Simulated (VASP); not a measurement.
A run of VASP 6.6.1:

INCAR

```
SYSTEM = Si
ALGO = Normal ; EDIFF = 1E-6
ENCUT = 520 ; GGA = PE
ISIF = 2 ; ISMEAR = 0
LASPH = .TRUE. ; LCHARG = .TRUE.
LELF = .TRUE. ; LREAL = .FALSE.
LVHAR = .TRUE. ; LWAVE = .FALSE.
NBANDS = 11 ; NELM = 80
PREC = Accurate ; SIGMA = 0.05
```

KPOINTS

```
k-points
0
G
  8 8 8
  0 0 0
```

POSCAR

```
Si
1.0
    0.0000000000      2.9058112928      2.5434395316
    2.7553928259      0.0000000000      2.5434395316
    2.7553928259      2.9058112928      0.0000000000
Si
2
Direct
    0.5000000000      0.5000000000      0.5000000000
    0.7500000000      0.7500000000      0.7500000000
```

Potentials or basis: VASP PAW PBE potentials, release 64 (Si).

Launch:

```bash
$ cat potpaw_PBE.64/Si/POTCAR > POTCAR
$ mpirun -np 1 vasp_std > vasp.out
```

Hardware: 1 thread of Intel Xeon 8259CL, with other jobs on the host.

Question: How long does it take, and how much memory?

Answer: Wall time 34 s on 1 thread of Intel Xeon 8259CL, with other jobs on the host, peak memory 0.17 GiB. Counts: scf iterations 11, k points 95.
